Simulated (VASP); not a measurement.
# BAs (F-43m) in VASP: G0W0 quasiparticle levels with PBE

Aim: the G0W0 quasiparticle levels of BAs with PBE.

All numbers are computed with VASP 6.6.1; they aren't measurements. Logs are shortened: lines on timing, memory, paths and dates and some standing lists are left out, and cuts for length are marked.

## 1. The cell of the first run

The structure is cubic, space group F-43m (No. 216). Conventional cell: a = 4.784 Å, b = 4.784 Å, c = 4.784 Å, α = 90.00°, β = 90.00°, γ = 90.00°. B (site symmetry -43m) has 4 As at 2.07 Å within 2.7 Å. Within 2.7 Å of As (site symmetry -43m) lie 4 B at 2.07 Å.

## 2. G0W0 quasiparticle levels, PBE

POSCAR

```
BAs
1.0
    0.0000000000      2.3918674372      2.3918674372
    2.3918674372      0.0000000000      2.3918674372
    2.3918674372      2.3918674372      0.0000000000
B As
1 1
Direct
    0.2500000000      0.2500000000      0.2500000000
    0.0000000000      0.0000000000      0.0000000000
```

INCAR.step1

```
SYSTEM = BAs
  ALGO = Normal
  EDIFF = 1E-8
  ENCUT = 500
  GGA = PE
  ISMEAR = 0
  LASPH = .TRUE.
  LCHARG = .FALSE.
  LREAL = .FALSE.
  LWAVE = .TRUE.
  NELM = 60
  PREC = Accurate
  SIGMA = 0.01
```

INCAR.step2

```
SYSTEM = BAs
  ALGO = Exact
  EDIFF = 1E-8
  ENCUT = 500
  GGA = PE
  ISMEAR = 0
  ISTART = 1
  LASPH = .TRUE.
  LCHARG = .FALSE.
  LOPTICS = .TRUE.
  LREAL = .FALSE.
  LWAVE = .TRUE.
  NBANDS = 206
  NELM = 1
  PREC = Accurate
  SIGMA = 0.01
```

INCAR.step3

```
SYSTEM = BAs
  ALGO = EVGW0
  EDIFF = 1E-8
  ENCUT = 500
  ENCUTGW = 200
  GGA = PE
  ISMEAR = 0
  ISTART = 1
  LASPH = .TRUE.
  LCHARG = .FALSE.
  LREAL = .FALSE.
  LWAVE = .FALSE.
  NBANDS = 206
  NBANDSGW = 12
  NELMGW = 1
  NOMEGA = 96
  OMEGAMAX = 20
  PREC = Accurate
  PRECFOCK = Fast
  SIGMA = 0.01
```

KPOINTS

```
k-points
0
G
  6 6 6
  0 0 0
```

Potentials or basis: VASP PAW PBE potentials, release 64 (B_GW, As_GW).

Command:

```bash
cat potpaw_PBE.64/B_GW/POTCAR potpaw_PBE.64/As_GW/POTCAR > POTCAR
cp INCAR.step1 INCAR
mpirun -np 1 vasp_std > vasp.out
cp INCAR.step2 INCAR
mpirun -np 1 vasp_std > vasp.out
cp INCAR.step3 INCAR
mpirun -np 1 vasp_std > vasp.out
```

OUTCAR:

```text
SYSTEM = BAs
   EDIFF = 1E-8
   ENCUT = 500
   ENCUTGW = 200
   GGA = PE
   ISMEAR = 0
   ISTART = 1
   LASPH = .TRUE.
   LREAL = .FALSE.
   NELMGW = 1
   PREC = Accurate
   PRECFOCK = Fast

 ion  position               nearest neighbor table
   1  0.250  0.250  0.250-   2 2.07   2 2.07   2 2.07   2 2.07
   2  0.000  0.000  0.000-   1 2.07   1 2.07   1 2.07   1 2.07

  LATTYP: Found a face centered cubic cell.
 ALAT       =     4.7837348744

  Lattice vectors:

 A1 = (   0.0000000000,   2.3918674372,   2.3918674372)
 A2 = (   2.3918674372,   0.0000000000,   2.3918674372)
 A3 = (   2.3918674372,   2.3918674372,   0.0000000000)

Analysis of symmetry for initial positions (statically):
=====================================================================
 Subroutine PRICEL returns:
 Original cell was already a primitive cell.

 Routine SETGRP: Setting up the symmetry group for a
 face centered cubic supercell.

 Subroutine GETGRP returns: Found 24 space group operations
 (whereof 24 operations were pure point group operations)
 out of a pool of 48 trial point group operations.

The static configuration has the point symmetry T_d .

Analysis of symmetry for dynamics (positions and initial velocities):
=====================================================================
 Subroutine PRICEL returns:
 Original cell was already a primitive cell.

 Routine SETGRP: Setting up the symmetry group for a
 face centered cubic supercell.

 Subroutine GETGRP returns: Found 24 space group operations
 (whereof 24 operations were pure point group operations)
 out of a pool of 48 trial point group operations.

The dynamic configuration has the point symmetry T_d .

 Subroutine INISYM returns: Found 24 space group operations
 (whereof 24 operations are pure point group operations),
 and found     1 'primitive' translations

----------------------------------------------------------------------------------------

                                     Primitive cell

  volume of cell :      27.3679

  direct lattice vectors                    reciprocal lattice vectors
     0.000000000  2.391867437  2.391867437    -0.209041685  0.209041685  0.209041685
     2.391867437  0.000000000  2.391867437     0.209041685 -0.209041685  0.209041685
     2.391867437  2.391867437  0.000000000     0.209041685  0.209041685 -0.209041685

  length of vectors
     3.382611369  3.382611369  3.382611369     0.362070820  0.362070820  0.362070820

  position of ions in fractional coordinates (direct lattice)
     0.250000000  0.250000000  0.250000000
     0.000000000  0.000000000  0.000000000

  ion indices of the primitive-cell ions
   primitive index   ion index
                 1           1
                 2           2

----------------------------------------------------------------------------------------

 KPOINTS: k-points

Automatic generation of k-mesh.
 Grid dimensions read from file:
 generate k-points for:    6    6    6

 Generating k-lattice:

  Cartesian coordinates                     Fractional coordinates (reciprocal lattice)
    -0.034840281  0.034840281  0.034840281     0.166666667  0.000000000  0.000000000
     0.034840281 -0.034840281  0.034840281     0.000000000  0.166666667  0.000000000
     0.034840281  0.034840281 -0.034840281     0.000000000  0.000000000  0.166666667

  Length of vectors
     0.060345137  0.060345137  0.060345137

  Shift w.r.t. Gamma in fractional coordinates (k-lattice)
     0.000000000  0.000000000  0.000000000

 Subroutine IBZKPT returns following result:
 ===========================================

 Found     16 irreducible k-points:

 Following reciprocal coordinates:
            Coordinates               Weight
  0.000000  0.000000  0.000000      1.000000
  0.166667  0.000000  0.000000      8.000000
  0.333333  0.000000  0.000000      8.000000
  0.500000  0.000000  0.000000      4.000000
  0.166667  0.166667  0.000000      6.000000
  0.333333  0.166667  0.000000     24.000000
[... 8 lines left out ...]
 -0.333333  0.333333  0.166667     24.000000
 -0.333333  0.500000  0.166667     12.000000
   k-points           NKPTS =     16   k-points in BZ     NKDIM =    216   number of bands    NBANDS=    206
   number of dos      NEDOS =    301   number of ions     NIONS =      2
   total plane-waves  NPLWV =  21952
   dimension x,y,z NGX =    28 NGY =   28 NGZ =   28
   dimension x,y,z NGXF=    56 NGYF=   56 NGZF=   56
   ions per type =               1   1
   NGX,Y,Z   is equivalent  to a cutoff of  13.76, 13.76, 13.76 a.u.
   NGXF,Y,Z  is equivalent  to a cutoff of  27.52, 27.52, 27.52 a.u.
 SYSTEM =  BAs
   PREC   = accura    normal or accurate (medium, high low for compatibility)
   ISTART =      1    job   : 0-new  1-cont  2-samecut
   ICHARG =      0    charge: 1-file 2-atom 10-const
   ISPIN  =      1    spin polarized calculation?
   LNONCOLLINEAR =      F non collinear calculations
   LSORBIT =      F    spin-orbit coupling
   LASPH  =      T    aspherical Exc in radial PAW
   ENCUT  =  500.0 eV  36.75 Ry    6.06 a.u.   6.17  6.17  6.17*2*pi/ulx,y,z
   NELM   =     60;   NELMIN=  2; NELMDL=  0     # of ELM steps
   EDIFF  = 0.1E-07   stopping-criterion for ELM
   LREAL  =      F    real-space projection
   EDIFFG = 0.1E-06   stopping-criterion for IOM
   NSW    =      0    number of steps for IOM
   IBRION =     -1    ionic relax: 0-MD 1-quasi-New 2-CG
   NFREE  =      0    steps in history (QN), initial steepest desc. (CG)
   ISIF   =      0    stress and relaxation
   ISYM   =      3    0-nonsym 1-usesym 2-fastsym
   POTIM  = 0.5000    time-step for ionic-motion
   TEBEG  =    0.0;   TEEND  =   0.0 temperature during run
   PSTRESS=    0.0 pullay stress
   NELECT =       8.0000    total number of electrons
   NUPDOWN=      -1.0000    fix difference up-down
   EMIN   =  10.00;   EMAX   =-10.00  energy-range for DOS
   EFERMI =   0.00;   METHOD = LEGACY
   ISMEAR =     0;   SIGMA  =   0.01  broadening in eV -4-tet -1-fermi 0-gaus
   EFERMI_NEDOS =   21; number of points for ismear=-14 and -15
   IALGO  =     38    algorithm
   IMIX   =      4    mixing-type and parameters
     AMIX     =   0.40;   BMIX     =  1.00
     AMIX_MAG =   1.60;   BMIX_MAG =  1.00
  volume/ion in A,a.u.               =      13.68        92.34
  Fermi-wavevector in a.u.,A,eV,Ry     =   1.086487  2.053162 16.061041  1.180453
  Thomas-Fermi vector in A             =   2.222624
   LORBIT       =      0    0 simple, 1 ext, 2 COOP (PROOUT), +10 PAW based schemes
   GGA     = PE    functional components
   LHFCALC =     T    Hartree Fock is set to
   PRECFOCK=fast      Normal, Fast or Accurate (Low or Medium for compatibility)
   ENCUT4O =  -1.0   cutoff for four orbital integrals eV
   NKREDX  =     1    reduce k-point grid by
   NKREDY  =     1    reduce k-point grid by
   NKREDZ  =     1    reduce k-point grid by
   AEXX    =    1.0000 exact exchange contribution
   HFSCREEN=    0.0000 screening length (either q_TF or 0.3 A-1)
   HFSCREENC=   0.0000 screening length for correlation (either q_TF or 0.3 A-1)
   ENCUTFOCK=  -1.0 apply spherical cutoff to Coloumb kernel
   IVDW    =     0    specifies the selected vdW correction
   LEPSILON=     F    determine dielectric tensor
   LRPA    =     F    only Hartree local field effects (RPA)
   LRPAFORCE           =     F    calculate RPA forces
   ENCUTGW             = 200.0    cutoff for response function in eV
   ENCUTGWSOFT         = 160.0    soft cutoff for Coulomb kernel in GW response function in eV
   ENCUTLF             =  -1.0    cutoff for local field effects
   NELMGW              =     1    number of iterations in solving QP/BSE equation
   NELMHF              =     1    number of iterations in the inner HF iteration
   NKREDLFX            =     1    NKREDLFY  =   1   NKREDLFZ  =   1
 non-spin polarized calculation
 Gauss-broadening in eV      SIGMA  =   0.01
  energy-cutoff  :      500.00
  volume of cell :       27.37
 maximum number of plane-waves:       725
 NGX is ok and might be reduce to    28
  NGX = 14; NGY = 14; NGZ = 14
   NGX = 13   NGY = 13   NGZ = 13
 maximum number of plane-waves:       190

 QP shifts <psi_nk| G(iteration)W_0 |psi_nk>: iteration 1
 for sc-GW calculations column KS-energies equals QP-energies in previous step
 and V_xc(KS)=  KS-energies - (<T + V_ion + V_H > + <T+V_H+V_ion>^1  + <V_x>^1)

 k-point   1 :       0.0000    0.0000    0.0000
  band No.  KS-energies  QP-energies   sigma(KS)   V_xc(KS)     V^pw_x(r,r')   Z            occupation Imag(sigma)

      1      -9.2446     -10.0041     -12.7445     -11.6455     -19.5814       0.6911       2.0000       1.1356
      2       6.1230       5.5031     -13.3635     -12.5769     -13.9777       0.7879       2.0000       0.0218
      3       6.1230       5.5031     -13.3635     -12.5769     -13.9777       0.7879       2.0000       0.0218
      4       6.1230       5.5031     -13.3635     -12.5769     -13.9777       0.7879       2.0000       0.0218
      5       9.3911       9.6120     -11.0943     -11.3753      -6.7456       0.7864       0.0000      -0.0522
      6       9.3911       9.6120     -11.0943     -11.3753      -6.7456       0.7864       0.0000      -0.0522
      7       9.3911       9.6120     -11.0943     -11.3753      -6.7456       0.7864       0.0000      -0.0522
      8      10.7298      11.1704     -12.0302     -12.6097      -6.6772       0.7604       0.0000      -0.0771
      9      15.6710      15.6113      -9.0005      -8.9240      -3.1033       0.7803       0.0000      -0.2229
     10      19.0544      19.0058     -10.4578     -10.3950      -4.3809       0.7753       0.0000      -0.3140
     11      19.0544      19.0058     -10.4578     -10.3950      -4.3809       0.7753       0.0000      -0.3140
     12      20.4697      20.4122      -9.0989      -9.0248      -2.5216       0.7753       0.0000      -0.4476

 k-point   2 :       0.1667    0.0000    0.0000
  band No.  KS-energies  QP-energies   sigma(KS)   V_xc(KS)     V^pw_x(r,r')   Z            occupation Imag(sigma)

      1      -8.7932      -9.5525     -12.7740     -11.6859     -19.4409       0.6978       2.0000       1.0869
      2       3.1696       2.4760     -12.9375     -12.0366     -14.5584       0.7699       2.0000       0.0403
      3       5.4440       4.8177     -13.1891     -12.3930     -14.0019       0.7867       2.0000       0.0242
      4       5.4440       4.8177     -13.1891     -12.3930     -14.0019       0.7867       2.0000       0.0242
      5       9.3940       9.6364     -11.3101     -11.6205      -6.7437       0.7808       0.0000      -0.0571
      6      10.2744      10.5042     -11.2377     -11.5327      -6.5886       0.7791       0.0000      -0.0600
      7      10.2744      10.5042     -11.2377     -11.5327      -6.5886       0.7791       0.0000      -0.0600
      8      12.7222      13.0267     -11.8168     -12.2243      -6.0065       0.7473       0.0000      -0.1156
      9      17.0859      17.1059      -9.2945      -9.3203      -3.1495       0.7763       0.0000      -0.2999
     10      17.4021      17.3229      -9.8394      -9.7382      -3.9562       0.7816       0.0000      -0.2736
     11      17.4021      17.3229      -9.8394      -9.7382      -3.9562       0.7816       0.0000      -0.2736
     12      19.7368      19.6190      -9.1165      -8.9641      -2.6421       0.7733       0.0000      -0.4595
[... 196 lines left out ...]
      1      -5.4352      -6.0744     -13.1213     -12.2400     -18.4573       0.7252       2.0000       0.6366
      2      -1.9060      -2.7047     -12.8836     -11.7713     -16.9919       0.7181       2.0000       0.2722
      3       0.7278      -0.0358     -12.3982     -11.3761     -15.0048       0.7470       2.0000       0.0889
      4       2.2754       1.5370     -12.5455     -11.5797     -14.4820       0.7645       2.0000       0.0494
      5      10.4445      10.5922     -10.6739     -10.8641      -5.7324       0.7772       0.0000      -0.0676
      6      11.3426      11.4849     -10.7675     -10.9512      -5.6470       0.7744       0.0000      -0.0797
      7      13.5460      13.8618     -11.2759     -11.6998      -5.0969       0.7447       0.0000      -0.1542
      8      14.9910      15.1040     -10.8597     -11.0098      -4.7250       0.7523       0.0000      -0.2111
      9      16.3461      16.4060     -10.9354     -11.0144      -4.6228       0.7585       0.0000      -0.2645
     10      20.5448      20.5642     -10.7920     -10.8178      -3.6892       0.7539       0.0000      -0.5589
     11      22.3371      22.4866     -11.0851     -11.2861      -3.5543       0.7441       0.0000      -0.7532
     12      23.2401      23.1969      -9.7869      -9.7304      -2.9384       0.7650       0.0000      -0.6682

 k-point  16 :      -0.3333    0.5000    0.1667
  band No.  KS-energies  QP-energies   sigma(KS)   V_xc(KS)     V^pw_x(r,r')   Z            occupation Imag(sigma)

      1      -4.9581      -5.5595     -13.1403     -12.3161     -18.2369       0.7297       2.0000       0.5656
      2      -2.0656      -2.8897     -13.1557     -11.9986     -17.4619       0.7122       2.0000       0.2999
      3       0.9908       0.2298     -12.2956     -11.2823     -14.7298       0.7511       2.0000       0.0752
      4       1.1860       0.4264     -12.3225     -11.3146     -14.6795       0.7536       2.0000       0.0713
      5       9.8919       9.9175     -10.5175     -10.5503      -5.7390       0.7828       0.0000      -0.0632
      6      10.0955      10.2779     -10.5437     -10.7768      -5.7061       0.7827       0.0000      -0.0650
      7      14.7373      14.9151     -11.2818     -11.5206      -4.9347       0.7444       0.0000      -0.2118
      8      14.9786      15.2142     -11.0498     -11.3627      -4.8139       0.7530       0.0000      -0.2133
      9      18.3929      18.5634     -11.5147     -11.7465      -4.1618       0.7359       0.0000      -0.4635
     10      21.7155      21.8743     -11.4612     -11.6723      -4.1478       0.7525       0.0000      -0.7144
     11      21.9220      21.8767     -10.5306     -10.4707      -3.3636       0.7565       0.0000      -0.6238
     12      24.8214      24.9502     -10.7787     -10.9506      -3.4467       0.7490       0.0000      -0.8835
```

Run time: 7.5 min. Hardware: 1 thread of Intel Xeon Platinum 8488C (Sapphire Rapids), shared host; peak memory 0.89 GiB.

Results:

- Quasiparticle gap: 1.91 eV
- Least direct quasiparticle gap: 4.11 eV
- Band gap of the starting levels on the mesh: 1.27 eV
- Least direct gap of the starting levels on the mesh: 3.27 eV

Caveat: the k points lie up to 0.38 Å⁻¹ apart; bands, screening cutoff and mesh are small and nothing is extrapolated, so the quasiparticle values aren't converged.
